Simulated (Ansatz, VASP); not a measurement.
## ZnS: VASP beside Ansatz

File INCAR:

```
SYSTEM = ZnS
PREC = Accurate ; ENCUT = 520
EDIFF = 1E-6 ; ISMEAR = 0
SIGMA = 0.05 ; LREAL = .FALSE.
LASPH = .TRUE. ; NELM = 80
ALGO = Normal ; ISIF = 2
LWAVE = .FALSE. ; LCHARG = .FALSE.
GGA = PS ; NBANDS = 66
```

The input KPOINTS:

```
Automatic mesh
0
G
  9 9 2
  0 0 0
```

File POSCAR:

```
ZnS
1.0
    3.6893491457      0.0000000000      0.0000000000
   -1.8446745728      3.1950700836      0.0000000000
    0.0000000000      0.0000000000     19.5528126025
Zn S
6 6
Direct
    0.0000000000      0.0000000000      0.0000277175
    0.0000000000      0.0000000000      0.5000277175
    0.3333333333      0.6666666667      0.1817880780
    0.6666666667      0.3333333333      0.6817880780
    0.6666666667      0.3333333333      0.3332753580
    0.3333333333      0.6666666667      0.8332753580
    0.0000000000      0.0000000000      0.1251125986
    0.0000000000      0.0000000000      0.6251125986
    0.3333333333      0.6666666667      0.2916367831
    0.6666666667      0.3333333333      0.7916367831
    0.6666666667      0.3333333333      0.4581259436
    0.3333333333      0.6666666667      0.9581259436
```

Input for Ansatz:

```yaml
crystal:
  lattice:
    - [3.6893491457, 0.0, 0.0]
    - [-1.8446745728, 3.1950700836, 0.0]
    - [0.0, 0.0, 19.5528126025]
  atoms:
    - { symbol: Zn, position: [0.0, 0.0, 2.77175e-05] }
    - { symbol: Zn, position: [0.0, 0.0, 0.5000277175] }
    - { symbol: Zn, position: [0.3333333333, 0.6666666667, 0.181788078] }
    - { symbol: Zn, position: [0.6666666667, 0.3333333333, 0.681788078] }
    - { symbol: Zn, position: [0.6666666667, 0.3333333333, 0.333275358] }
    - { symbol: Zn, position: [0.3333333333, 0.6666666667, 0.833275358] }
    - { symbol: S, position: [0.0, 0.0, 0.1251125986] }
    - { symbol: S, position: [0.0, 0.0, 0.6251125986] }
    - { symbol: S, position: [0.3333333333, 0.6666666667, 0.2916367831] }
    - { symbol: S, position: [0.6666666667, 0.3333333333, 0.7916367831] }
    - { symbol: S, position: [0.6666666667, 0.3333333333, 0.4581259436] }
    - { symbol: S, position: [0.3333333333, 0.6666666667, 0.9581259436] }
basis:
  ecutwfc: 520.0
kpoints:
  mp_grid: { grid: [9, 9, 2] }
hamiltonian:
  xc: pbesol
scf:
  occupations: { method: gaussian, width: 0.05 }
output:
  forces: true
  stress: true
  eigenvalues: true
```

Alike in both runs: task single point; functional PBEsol; k mesh 9 × 9 × 2; occupations gaussian, width 0.05 eV; no spin polarisation.

|  | VASP | Ansatz |
| --- | --- | --- |
| version | VASP 6.6.1 | Ansatz 0.2.0 |
| potentials or method | VASP PAW PBE potentials, release 64 (Zn, S), cutoff 520 eV | scalar-relativistic, plane waves, PAW |
| valence electrons in the cell | 108 | 108 |

```csv
,VASP,Ansatz,Ansatz less VASP
gap on the k mesh at the Fermi level (eV),1.40,1.40,+0.003
least direct gap on the mesh (eV),1.40,1.40,+0.003
pressure (GPa),0.8,0.6,-0.18
"traceless stress, the component that is largest in VASP (GPa)",-4.07,-4.07,+0.001
rms of the force components (eV/Å),0.748,0.742,-0.0065
```

VASP's potentials were made for PBE, not for PBEsol. Atom by atom the forces differ by 0.007 eV/Å (rms over components). The functional is the same, so the differences come from potentials, cutoffs and numerics.
